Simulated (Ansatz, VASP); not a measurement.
One calculation of MoC15, two programs

```
CELL_PARAMETERS angstrom
0.00000 3.56688 3.56688
3.56688 0.00000 3.56688
3.56688 3.56688 0.00000
ATOMIC_POSITIONS crystal
Mo 0.00000 0.00000 0.00000
C 0.00120 0.00120 0.49880
C 0.00120 0.49880 0.00120
C 0.00120 0.49880 0.49880
C 0.49880 0.00120 0.00120
C 0.49880 0.00120 0.49880
C 0.49880 0.49880 0.00120
C 0.50000 0.50000 0.50000
C 0.14358 0.14358 0.14358
C 0.14358 0.14358 0.56927
C 0.14358 0.56927 0.14358
C 0.12726 0.62425 0.62425
C 0.56927 0.14358 0.14358
C 0.62425 0.12726 0.62425
C 0.62425 0.62425 0.12726
C 0.62425 0.62425 0.62425
```

Alike in both runs: task single point; functional PBEsol; k mesh 4 × 4 × 4; occupations gaussian, width 0.05 eV; collinear spin; Hubbard terms Mo d U = 2.0 eV.

```csv
,VASP,Ansatz
version,VASP 6.6.1,Ansatz 0.2.0
potentials or method,"VASP PAW PBE potentials, release 64 (Mo_sv, C), cutoff 600 eV","scalar-relativistic, plane waves, PAW"
valence electrons in the cell,74,74
```

Ansatz gave:

```
gap on the k mesh at the Fermi level (eV)                     : none
rms of the force components (eV/Å)                            : 0.014
net moment per atom (μB)                                      : 0.08
size of the moment on the site where the two differ most (μB) : 0.45
```

Which values does VASP return?

gap on the k mesh at the Fermi level (eV): none; rms of the force components (eV/Å): 0.107; net moment per atom (μB): 0.05; size of the moment on the site where the two differ most (μB): 0.68.

VASP's potentials were made for PBE, not for PBEsol. Site moments also hang on the region over which each program counts them. The programs project onto different local orbitals, so the same U acts differently, and such runs can settle in different states. Atom by atom the forces differ by 0.108 eV/Å (rms over components). A gap of «none» marks a metal or a gap that the smearing closes. Ansatz's warnings: filled band counts differ across k points, stress scf threshold loose.

The k mesh is coarse, so the values compare programs but aren't converged.
